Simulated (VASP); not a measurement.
# Cu: relaxation of cell and atoms with LDA

Cu:

```
CELL_PARAMETERS angstrom
-1.43500 1.43500 1.43500
1.43500 -1.43500 1.43500
1.43500 1.43500 -1.43500
ATOMIC_POSITIONS crystal
Cu 0.00000 0.00000 0.00000
```

This isn't the form of Cu at room conditions, which is fcc.

```yaml
Program: VASP 6.6.1
Task: relaxation of cell and atoms
Functional: LDA
Potentials_or_basis: VASP PAW LDA potentials, release 64 (Cu_sv_GW)
Cutoff: 820 eV
k_mesh: 12 × 12 × 12
Occupations: gaussian, width 0.1 eV
Spin: no spin polarisation
Dipole_correction: no
Further_INCAR_settings: ALGO = Normal; EDIFF = 1e-07; IBRION = 2; EDIFFG = -0.01; NSW = 60; ISIF = 3
```

```json
{
  "Relaxed volume": "10.93 Å³/atom",
  "Relaxed cell": "a = 2.421 Å, b = 2.421 Å, c = 2.421 Å, α = 109.47°, β = 109.47°, γ = 109.47°",
  "Space group after relaxing (to 0.1 Å)": "Im-3m (No. 229)",
  "Energy gained by relaxing": "39.0 meV/atom",
  "Ionic steps": "3",
  "Pressure after relaxing": "-0.1 GPa",
  "Band gap on the k mesh": "zero (an odd number of electrons rules out a gap without spin polarisation)"
}
```

Step by step:
```tsv
step	energy change (eV)	largest force (eV/Å)	pressure (GPa)	volume (Å³)
1	0.0000	0.0000	-12.90	11.82
2	-0.0118	0.0000	13.93	10.27
3	-0.0390	0.0000	-0.09	10.93
```

Final structure:
```cif
data_structure
_symmetry_space_group_name_H-M 'P 1'
_symmetry_Int_Tables_number 1
_cell_length_a 2.4215
_cell_length_b 2.4215
_cell_length_c 2.4215
_cell_angle_alpha 109.471
_cell_angle_beta 109.471
_cell_angle_gamma 109.471
_cell_volume 10.93
loop_
_atom_site_label
_atom_site_type_symbol
_atom_site_fract_x
_atom_site_fract_y
_atom_site_fract_z
_atom_site_occupancy
Cu1 Cu 0.00000 0.00000 0.00000 1
```

Levels at points of the mesh, in eV from the Fermi level:
| k point | band 6 | band 7 | band 8 | band 9 | band 10 | band 11 | band 12 | band 13 |
| --- | --- | --- | --- | --- | --- | --- | --- | --- |
| (0.00, 0.00, 0.00) | -3.46 | -3.46 | -3.46 | -2.29 | -2.29 | 25.85 | 25.85 | 25.85 |
| (0.50, 0.00, 0.00) | -4.27 | -2.34 | -2.16 | -1.46 | -0.88 | 4.69 | 18.08 | 18.30 |
| (0.50, 0.50, 0.50) | -5.19 | -1.65 | -1.65 | -1.65 | 8.39 | 8.39 | 8.39 | 14.26 |

It took 34 s on 1 thread of Intel(R) Xeon(R) Platinum 8259CL CPU @ 2.50GHz (Skylake/Cascade Lake) (shared host), peak memory 0.17 GiB.
